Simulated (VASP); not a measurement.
Here is a VASP 6.6.1 calculation.

Contents of INCAR:

```
SYSTEM = CuI
  ALGO = Normal
  EDIFF = 1E-6
  ENCUT = 520
  GGA = PE
  ISIF = 2
  ISMEAR = 0
  LASPH = .True.
  LCHARG = .False.
  LREAL = .False.
  LWAVE = .False.
  NBANDS = 26
  NELM = 80
  PREC = Accurate
  SIGMA = 0.01
```

KPOINTS

```
k-points
0
Gamma
  6 6 4
  0 0 0
```

POSCAR

```
CuI
1.0
    4.4335673237      0.0000000000      0.0000000000
   -2.2167836619      3.8395819317      0.0000000000
    0.0000000000      0.0000000000      8.1758873519
Cu I
2 2
Direct
    0.3333333333      0.6666666667      0.2500000000
    0.6666666667      0.3333333333      0.7500000000
    0.6666666667      0.3333333333      0.2500000000
    0.3333333333      0.6666666667      0.7500000000
```

Potentials or basis: VASP PAW PBE potentials, release 64 (Cu, I).

Launch:

```sh
$ cat potpaw_PBE.64/Cu/POTCAR potpaw_PBE.64/I/POTCAR > POTCAR
$ mpirun -np 1 vasp_std > vasp.out
```

Task: Estimate the band gap on the k mesh.

Result: 1.10 eV.

Task: What does it give for the pressure?

Result: -0.8 GPa.

Stress tensor (GPa, compression positive):
```
-1.16  0.00  0.00
 0.00 -1.16  0.00
 0.00  0.00 -0.09
```

Caveat: spin-orbit coupling is left out, which moves the levels of the heavy elements. A k mesh can miss the band edges.
